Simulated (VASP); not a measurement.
Write the native input for VASP 6.6.1 that does the following.

```
Task                   : single point
Functional             : LDA
Potentials or basis    : VASP PAW LDA potentials, release 64 (Ti_sv, N)
Cutoff                 : 520 eV
k mesh                 : 9 × 9 × 9
Occupations            : methfessel-paxton, width 0.05 eV
Spin                   : no spin polarisation
Dipole correction      : no
Further INCAR settings : ALGO = Normal; EDIFF = 1e-06; NBANDS = 16
```

The structure of TiN (Osbornite) lies in POSCAR:

```
TiN
1.0
    0.0000000000      2.0757429644      2.0757429644
    2.0757429644      0.0000000000      2.0757429644
    2.0757429644      2.0757429644      0.0000000000
Ti N
1 1
Direct
    0.0000000000      0.0000000000      0.0000000000
    0.5000000000      0.5000000000      0.5000000000
```

The input as run:

INCAR

```
SYSTEM = TiN
PREC = Accurate
ENCUT = 520
EDIFF = 1E-6
ISMEAR = 1
SIGMA = 0.05
LREAL = .FALSE.
LASPH = .TRUE.
NELM = 60
ALGO = Normal
ISIF = 2
LWAVE = .FALSE.
LCHARG = .FALSE.
NBANDS = 16
```

KPOINTS

```
Automatic mesh
0
G
  9 9 9
  0 0 0
```

Potentials or basis: VASP PAW LDA potentials, release 64 (Ti_sv, N).

The run is started by

```console
$ cat potpaw_LDA.64/Ti_sv/POTCAR potpaw_LDA.64/N/POTCAR > POTCAR
$ mpirun -np 1 vasp_std > vasp.out
```

It gave:

The pressure is 5.8 GPa.

It took 12 s on 1 thread of AMD EPYC 7R13 Processor (Zen 3), on a shared host, peak memory 0.1 GiB.
